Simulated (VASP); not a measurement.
# B (R-3m) in VASP: a series of runs

B is run at these levels: r2SCAN; tasks: single point.

All numbers are computed with VASP 6.6.1; they aren't measurements. Logs are shortened: lines on timing, memory, paths and dates and some standing lists are left out, and cuts for length are marked.

## Step 1: The cell of the first run

The structure is trigonal, space group R-3m (No. 166). Conventional cell: a = 4.686 Å, b = 4.686 Å, c = 12.031 Å, α = 90.00°, β = 90.00°, γ = 120.00°. Within 2.1 Å of B (site symmetry m) lie 6 B at 1.60 to 1.73 Å. Within 2.3 Å of B (site symmetry m) lie 7 B at 1.73 to 1.88 Å.

## Step 2: Single point, r2SCAN (volume scaled by 0.88, then relaxed in part)

POSCAR reads:

```
B
1.0
    2.3432023879      1.3528485295      4.0103455627
   -2.3432023879      1.3528485295      4.0103455627
    0.0000000000     -2.7056970589      4.0103455627
B
12
Direct
    0.0116468276      0.6520018807      0.0116468276
    0.0116468276      0.0116468276      0.6520018807
    0.6520018807      0.0116468276      0.0116468276
    0.9883531724      0.3479981193      0.9883531724
    0.3479981193      0.9883531724      0.9883531724
    0.9883531724      0.9883531724      0.3479981193
    0.2247000529      0.6259715078      0.2247000529
    0.2247000529      0.2247000529      0.6259715078
    0.6259715078      0.2247000529      0.2247000529
    0.7752999471      0.3740284922      0.7752999471
    0.3740284922      0.7752999471      0.7752999471
    0.7752999471      0.7752999471      0.3740284922
```

INCAR.step1 reads:

```
SYSTEM = B
PREC = Accurate ; ENCUT = 520
ISMEAR = 0 ; SIGMA = 0.02
LREAL = .False. ; LASPH = .True.
NELM = 100 ; NBANDS = 30
GGA = PE ; ALGO = Normal
EDIFF = 1E-4 ; LWAVE = .True.
LCHARG = .False.
```

INCAR.step2 reads:

```
SYSTEM = B
PREC = Accurate ; ENCUT = 520
EDIFF = 1E-7 ; ISMEAR = 0
SIGMA = 0.02 ; LREAL = .False.
LASPH = .True. ; NELM = 100
ALGO = Normal ; ISIF = 2
LWAVE = .False. ; LCHARG = .False.
METAGGA = R2SCAN ; LMIXTAU = .True.
NBANDS = 30 ; ISTART = 1
```

KPOINTS reads:

```
Automatic mesh
0
Gamma
  9 9 9
  0 0 0
```

Potentials or basis: VASP PAW PBE potentials, release 64 (B).

The run is started by

```sh
> cat potpaw_PBE.64/B/POTCAR > POTCAR
> cp INCAR.step1 INCAR
> mpirun -np 1 vasp_std > vasp.out
> cp INCAR.step2 INCAR
> mpirun -np 1 vasp_std > vasp.out
```

OUTCAR:

```text
SYSTEM = B
   PREC = Accurate
   ENCUT = 520
   EDIFF = 1E-7
   ISMEAR = 0
   LREAL = .False.
   LASPH = .True.
   NELM = 100
   ISIF = 2
   METAGGA = R2SCAN
   ISTART = 1

 ion  position               nearest neighbor table
   1  0.012  0.652  0.012-   4 1.60   3 1.69   2 1.69   7 1.73  12 1.73  11 1.73
   2  0.012  0.012  0.652-   6 1.60   3 1.69   1 1.69   8 1.73  10 1.73  11 1.73
   3  0.652  0.012  0.012-   5 1.60   1 1.69   2 1.69   9 1.73  12 1.73  10 1.73
   4  0.988  0.348  0.988-   1 1.60   5 1.69   6 1.69  10 1.73   8 1.73   9 1.73
   5  0.348  0.988  0.988-   3 1.60   4 1.69   6 1.69  11 1.73   8 1.73   7 1.73
   6  0.988  0.988  0.348-   2 1.60   4 1.69   5 1.69  12 1.73   9 1.73   7 1.73
   7  0.225  0.626  0.225-  12 1.73  11 1.73   1 1.73   6 1.73   5 1.73   9 1.88   8 1.88
   8  0.225  0.225  0.626-  10 1.73  11 1.73   2 1.73   4 1.73   5 1.73   7 1.88   9 1.88
   9  0.626  0.225  0.225-  12 1.73  10 1.73   3 1.73   6 1.73   4 1.73   7 1.88   8 1.88
  10  0.775  0.374  0.775-   8 1.73   9 1.73   4 1.73   2 1.73   3 1.73  11 1.88  12 1.88
  11  0.374  0.775  0.775-   8 1.73   7 1.73   5 1.73   2 1.73   1 1.73  10 1.88  12 1.88
  12  0.775  0.775  0.374-   7 1.73   9 1.73   6 1.73   3 1.73   1 1.73  10 1.88  11 1.88

  LATTYP: Found a trigonal (rhomboedric) cell.
 ALAT       =     4.8377337780
 COS(alpha) =     0.5307917198

  Lattice vectors:

 A1 = (   2.3432023879,   1.3528485295,   4.0103455627)
 A2 = (  -2.3432023879,   1.3528485295,   4.0103455627)
 A3 = (   0.0000000000,  -2.7056970589,   4.0103455627)

Analysis of symmetry for initial positions (statically):
=====================================================================
 Subroutine PRICEL returns:
 Original cell was already a primitive cell.

 Routine SETGRP: Setting up the symmetry group for a
 trigonal (rhombohedral) supercell.

 Subroutine GETGRP returns: Found 12 space group operations
 (whereof 12 operations were pure point group operations)
 out of a pool of 12 trial point group operations.

The static configuration has the point symmetry D_3d.

Analysis of symmetry for dynamics (positions and initial velocities):
=====================================================================
 Subroutine PRICEL returns:
 Original cell was already a primitive cell.

 Routine SETGRP: Setting up the symmetry group for a
 trigonal (rhombohedral) supercell.

 Subroutine GETGRP returns: Found 12 space group operations
 (whereof 12 operations were pure point group operations)
 out of a pool of 12 trial point group operations.

The dynamic configuration has the point symmetry D_3d.

 Subroutine INISYM returns: Found 12 space group operations
 (whereof 12 operations are pure point group operations),
 and found     1 'primitive' translations

----------------------------------------------------------------------------------------

                                     Primitive cell

  volume of cell :      76.2767

  direct lattice vectors                    reciprocal lattice vectors
     2.343202388  1.352848529  4.010345563     0.213383190  0.123196842  0.083118357
    -2.343202388  1.352848529  4.010345563    -0.213383190  0.123196842  0.083118357
     0.000000000 -2.705697059  4.010345563     0.000000000 -0.246393684  0.083118357

  length of vectors
     4.837733778  4.837733778  4.837733778     0.260035592  0.260035592  0.260035592

  position of ions in fractional coordinates (direct lattice)
     0.011646828  0.652001881  0.011646828
     0.011646828  0.011646828  0.652001881
     0.652001881  0.011646828  0.011646828
     0.988353172  0.347998119  0.988353172
     0.347998119  0.988353172  0.988353172
     0.988353172  0.988353172  0.347998119
     0.224700053  0.625971508  0.224700053
     0.224700053  0.224700053  0.625971508
     0.625971508  0.224700053  0.224700053
     0.775299947  0.374028492  0.775299947
     0.374028492  0.775299947  0.775299947
     0.775299947  0.775299947  0.374028492

  ion indices of the primitive-cell ions
   primitive index   ion index
                 1           1
                 2           2
                 3           3
                 4           4
                 5           5
                 6           6
                 7           7
                 8           8
                 9           9
                10          10
                11          11
                12          12

----------------------------------------------------------------------------------------

 KPOINTS: Automatic mesh

Automatic generation of k-mesh.
 Grid dimensions read from file:
 generate k-points for:    9    9    9

 Generating k-lattice:

  Cartesian coordinates                     Fractional coordinates (reciprocal lattice)
     0.023709243  0.013688538  0.009235373     0.111111111  0.000000000  0.000000000
    -0.023709243  0.013688538  0.009235373     0.000000000  0.111111111  0.000000000
     0.000000000 -0.027377076  0.009235373     0.000000000  0.000000000  0.111111111

  Length of vectors
     0.028892844  0.028892844  0.028892844

  Shift w.r.t. Gamma in fractional coordinates (k-lattice)
     0.000000000  0.000000000  0.000000000

 Subroutine IBZKPT returns following result:
 ===========================================

 Found     85 irreducible k-points:

 Following reciprocal coordinates:
            Coordinates               Weight
  0.000000  0.000000  0.000000      1.000000
  0.111111  0.000000 -0.000000      6.000000
  0.222222  0.000000 -0.000000      6.000000
  0.333333  0.000000 -0.000000      6.000000
  0.444444  0.000000 -0.000000      6.000000
  0.111111  0.111111 -0.000000      6.000000
[... 16 lines left out ...]
 -0.333333  0.333333  0.000000      6.000000
  0.444444  0.444444 -0.000000      6.000000
 [... further k-points ...]
   k-points           NKPTS =     85   k-points in BZ     NKDIM =     85   number of bands    NBANDS=     30
   number of dos      NEDOS =    301   number of ions     NIONS =     12
   total plane-waves  NPLWV =  46656
   dimension x,y,z NGX =    36 NGY =   36 NGZ =   36
   dimension x,y,z NGXF=    72 NGYF=   72 NGZF=   72
   ions per type =              12
   NGX,Y,Z   is equivalent  to a cutoff of  12.37, 12.37, 12.37 a.u.
   NGXF,Y,Z  is equivalent  to a cutoff of  24.74, 24.74, 24.74 a.u.
 SYSTEM =  B
   PREC   = accura    normal or accurate (medium, high low for compatibility)
   ISTART =      1    job   : 0-new  1-cont  2-samecut
   ICHARG =      0    charge: 1-file 2-atom 10-const
   ISPIN  =      1    spin polarized calculation?
   LNONCOLLINEAR =      F non collinear calculations
   LSORBIT =      F    spin-orbit coupling
   LASPH  =      T    aspherical Exc in radial PAW
   ENCUT  =  520.0 eV  38.22 Ry    6.18 a.u.   8.99  8.99  8.99*2*pi/ulx,y,z
   NELM   =    100;   NELMIN=  2; NELMDL=  0     # of ELM steps
   EDIFF  = 0.1E-06   stopping-criterion for ELM
   LREAL  =      F    real-space projection
   EDIFFG = 0.1E-05   stopping-criterion for IOM
   NSW    =      0    number of steps for IOM
   IBRION =     -1    ionic relax: 0-MD 1-quasi-New 2-CG
   NFREE  =      0    steps in history (QN), initial steepest desc. (CG)
   ISIF   =      2    stress and relaxation
   ISYM   =      2    0-nonsym 1-usesym 2-fastsym
   POTIM  = 0.5000    time-step for ionic-motion
   TEBEG  =    0.0;   TEEND  =   0.0 temperature during run
   PSTRESS=    0.0 pullay stress
   NELECT =      36.0000    total number of electrons
   NUPDOWN=      -1.0000    fix difference up-down
   EMIN   =  10.00;   EMAX   =-10.00  energy-range for DOS
   EFERMI =   0.00;   METHOD = LEGACY
   ISMEAR =     0;   SIGMA  =   0.02  broadening in eV -4-tet -1-fermi 0-gaus
   EFERMI_NEDOS =   21; number of points for ismear=-14 and -15
   IALGO  =     38    algorithm
   IMIX   =      4    mixing-type and parameters
     AMIX     =   0.40;   BMIX     =  1.00
     AMIX_MAG =   1.60;   BMIX_MAG =  1.00
  volume/ion in A,a.u.               =       6.36        42.90
  Fermi-wavevector in a.u.,A,eV,Ry     =   1.274613  2.408669 22.104544  1.624638
  Thomas-Fermi vector in A             =   2.407371
   LORBIT       =      0    0 simple, 1 ext, 2 COOP (PROOUT), +10 PAW based schemes
   METAGGA = R2SCAN    functional components
   LHFCALC =     F    Hartree Fock is set to
   AEXX    =    0.0000 exact exchange contribution
   IVDW    =     0    specifies the selected vdW correction
   LEPSILON=     F    determine dielectric tensor
   LRPA    =     F    only Hartree local field effects (RPA)
 non-spin polarized calculation
 Gauss-broadening in eV      SIGMA  =   0.02
  energy-cutoff  :      520.00
  volume of cell :       76.28
 maximum number of plane-waves:      2077
   NGX = 17   NGY = 17   NGZ = 17

 number of electron      36.0000000 magnetization

 Free energy of the ion-electron system (eV)
  ---------------------------------------------------
  ext. energy  EPLUGINS =         0.00000000
  ---------------------------------------------------
  free energy    TOTEN  =       -87.07697810 eV

  energy without entropy =      -87.07697810  energy(sigma->0) =      -87.07697810

 E-fermi :   7.6454     XC(G=0): -12.9090

 val. band max:        7.5452910963   @ k =   0.4444   0.4444   0.4444
 cond. band min:       8.5264615634   @ k =   0.1111   0.1111   0.1111
 fundamental gap:      0.9811704672
 Fermi energy:         7.6454434326

 k-point     1 :       0.0000    0.0000    0.0000
  band No.  band energies     occupation
      1     -11.1235      2.00000
      2      -4.4656      2.00000
      3      -4.1455      2.00000
      4      -4.1455      2.00000
      5      -3.4499      2.00000
      6      -2.5912      2.00000
[... 22 lines left out ...]
     29      19.0180      0.00000
     30      19.0415      0.00000
[... 728 lines left out ...]
  band No.  band energies     occupation
      1      -9.8076      2.00000
      2      -7.6738      2.00000
      3      -5.6275      2.00000
      4      -5.5660      2.00000
      5      -4.5058      2.00000
      6      -3.3323      2.00000
[... 22 lines left out ...]
     29      17.5999      0.00000
     30      17.9794      0.00000

 [... further k-points ...]

------------------------ aborting loop because EDIFF is reached ----------------------------------------

  FORCE on cell =-STRESS in cart. coord.  units (eV):
  Direction    XX          YY          ZZ          XY          YZ          ZX
  --------------------------------------------------------------------------------------
  -------------------------------------------------------------------------------------
  Total       16.8785163     16.8785163     16.7421191      0.0000000      0.0000000      0.0000000
  in kB      354.5298676    354.5298676    351.6648709      0.0000000      0.0000000      0.0000000
  external PRESSURE =     353.5748687 kB  Pullay stress =       0.0000000 kB

 VOLUME and BASIS-vectors are now :
 -----------------------------------------------------------------------------
  energy-cutoff  :      520.00
  volume of cell :       76.28
      direct lattice vectors                 reciprocal lattice vectors
     2.343202388  1.352848529  4.010345563     0.213383190  0.123196842  0.083118357
    -2.343202388  1.352848529  4.010345563    -0.213383190  0.123196842  0.083118357
     0.000000000 -2.705697059  4.010345563     0.000000000 -0.246393684  0.083118357

 POSITION                                       TOTAL-FORCE (eV/Angst)
 -----------------------------------------------------------------------------------
     -1.50048      0.86630      2.70817         0.021574     -0.012456     -0.024404
      0.00000     -1.73261      2.70817         0.000000      0.024911     -0.024404
      1.50048      0.86630      2.70817        -0.021574     -0.012456     -0.024404
      1.50048     -0.86630      9.32287        -0.021574      0.012456      0.024404
     -1.50048     -0.86630      9.32287         0.021574      0.012456      0.024404
      0.00000      1.73261      9.32287         0.000000     -0.024911      0.024404
     -0.94026      0.54286      4.31261         0.033190     -0.019162      0.009818
      0.00000     -1.08572      4.31261         0.000000      0.038325      0.009818
      0.94026      0.54286      4.31261        -0.033190     -0.019162      0.009818
      0.94026     -0.54286      7.71842        -0.033190      0.019162     -0.009818
     -0.94026     -0.54286      7.71842         0.033190      0.019162     -0.009818
      0.00000      1.08572      7.71842         0.000000     -0.038325     -0.009818
 -----------------------------------------------------------------------------------
    total drift:                                0.000000      0.000000      0.000000

  FREE ENERGIE OF THE ION-ELECTRON SYSTEM (eV)
  ---------------------------------------------------
  free  energy   TOTEN  =       -87.0769781036 eV

  energy  without entropy=      -87.0769781036  energy(sigma->0) =      -87.07697810
```

Wall time 12 min (1 thread of Intel Xeon Platinum 8259CL at 2.50GHz (Skylake/Cascade Lake), shared host); peak memory 0.28 GiB.

What came out:

- Free energy: -87.0770 eV
- Pressure: 35.4 GPa
- Largest force: 0.040 eV/Å
- Band gap on the k mesh: 0.98 eV, indirect (least direct gap 1.39 eV)

Forces in eV/Å, atoms in the order of the input:
```
B    0.022 -0.012 -0.024
B    0.000  0.025 -0.024
B   -0.022 -0.012 -0.024
B   -0.022  0.012  0.024
B    0.022  0.012  0.024
B    0.000 -0.025  0.024
B    0.033 -0.019  0.010
B    0.000  0.038  0.010
B   -0.033 -0.019  0.010
B   -0.033  0.019 -0.010
B    0.033  0.019 -0.010
B    0.000 -0.038 -0.010
```

Stress tensor (GPa, compression positive):
```
35.45  0.00  0.00
 0.00 35.45  0.00
 0.00  0.00 35.17
```

Caveat: the PAW data sets were made with another functional, which shifts forces and pressure a little.

## Step 3: Single point, r2SCAN (volume scaled by 0.91, then relaxed in part)

POSCAR reads:

```
B
1.0
    2.3701534019      1.3684087046      4.0532856224
   -2.3701534019      1.3684087046      4.0532856224
    0.0000000000     -2.7368174092      4.0532856224
B
12
Direct
    0.0112259271      0.6525625226      0.0112259271
    0.0112259271      0.0112259271      0.6525625226
    0.6525625226      0.0112259271      0.0112259271
    0.9887740729      0.3474374774      0.9887740729
    0.3474374774      0.9887740729      0.9887740729
    0.9887740729      0.9887740729      0.3474374774
    0.2237138759      0.6272468155      0.2237138759
    0.2237138759      0.2237138759      0.6272468155
    0.6272468155      0.2237138759      0.2237138759
    0.7762861241      0.3727531845      0.7762861241
    0.3727531845      0.7762861241      0.7762861241
    0.7762861241      0.7762861241      0.3727531845
```

INCAR.step1 reads:

```
ALGO = Normal ; EDIFF = 1E-4
ENCUT = 520 ; GGA = PE
ISMEAR = 0 ; LASPH = T
LCHARG = F ; LREAL = F
LWAVE = T ; NBANDS = 30
NELM = 60 ; PREC = Accurate
SIGMA = 0.02
```

INCAR.step2 reads:

```
ALGO = Normal ; EDIFF = 1E-7
ENCUT = 520 ; ISIF = 2
ISMEAR = 0 ; ISTART = 1
LASPH = T ; LCHARG = T
LELF = T ; LMIXTAU = T
LREAL = F ; LVHAR = T
LWAVE = F ; METAGGA = R2SCAN
NBANDS = 30 ; NELM = 60
PREC = Accurate ; SIGMA = 0.02
```

KPOINTS reads:

```
k-points
0
Gamma
  9 9 9
```

Potentials or basis: VASP PAW PBE potentials, release 64 (B).

The run is started by

```sh
> cat potpaw_PBE.64/B/POTCAR > POTCAR
> cp INCAR.step1 INCAR
> mpirun -np 1 vasp_std > vasp.out
> cp INCAR.step2 INCAR
> mpirun -np 1 vasp_std > vasp.out
```

Run time: 11 min. Hardware: 1 thread of Intel Xeon Platinum 8259CL at 2.50GHz (Skylake/Cascade Lake), shared host; peak memory 0.29 GiB.

Results (log left out):

```yaml
Free_energy: -87.5627 eV
Pressure: 24.6 GPa
Largest_force: 0.035 eV/Å
Band_gap_on_the_k_mesh: 1.16 eV, indirect (least direct gap 1.54 eV)
```

Forces in eV/Å, atoms in the order of the input:
```
B    0.017 -0.010 -0.019
B    0.000  0.019 -0.019
B   -0.017 -0.010 -0.019
B   -0.017  0.010  0.019
B    0.017  0.010  0.019
B    0.000 -0.019  0.019
B    0.029 -0.017  0.009
B    0.000  0.034  0.009
B   -0.029 -0.017  0.009
B   -0.029  0.017 -0.009
B    0.029  0.017 -0.009
B    0.000 -0.034 -0.009
```

Stress tensor (GPa, compression positive):
```
24.68  0.00  0.00
 0.00 24.68  0.00
 0.00  0.00 24.39
```

Levels at points of the mesh, in eV from the valence-band top:
```csv
k point,band 14,band 15,band 16,band 17,band 18,band 19,band 20,band 21,band 22,band 23
"(0.00, 0.00, 0.00)",-5.37,-1.98,-1.20,-1.20,-0.43,1.17,5.07,5.07,5.09,5.09
```

Caveat: the PAW data sets were made with another functional, which shifts forces and pressure a little. A k mesh can miss the band edges.
